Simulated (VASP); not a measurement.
The system is Au.

```
Au
1.0
    -1.65727    1.65727    1.65727
     1.65727   -1.65727    1.65727
     1.65727    1.65727   -1.65727
Au
1
Direct
  0.00000 0.00000 0.00000
```

This isn't the form of Au at room conditions, which is fcc.

```yaml
Program: VASP 6.6.1
Task: relaxation of cell and atoms
Functional: r2SCAN
Potentials_or_basis: VASP PAW PBE potentials, release 64 (Au)
Cutoff: 600 eV
k_mesh: 8 × 8 × 8
Occupations: gaussian, width 0.1 eV
Spin: no spin polarisation
```

At the start: pressure -4.3 GPa; volume 18.21 Å³/atom.

Problem. How do energy, volume and symmetry change on relaxing?

Solution. Over 3 steps the energy falls by 8.1 meV/atom and the volume is 17.64 Å³/atom (-3.1 %); space group Im-3m (No. 229, to 0.1 Å) before and after.

The path:
```csv
step,energy change (eV),largest force (eV/Å),pressure (GPa),volume (Å³)
1,0.0000,0.0000,-4.33,18.21
2,0.0059,0.0000,6.74,16.94
3,-0.0081,0.0000,-0.02,17.64
```

Final structure:
```
CELL_PARAMETERS angstrom
-1.63983 1.63983 1.63983
1.63983 -1.63983 1.63983
1.63983 1.63983 -1.63983
ATOMIC_POSITIONS crystal
Au 0.00000 0.00000 0.00000
```

Caveat: the PAW data sets were made with another functional, which shifts forces and pressure a little.
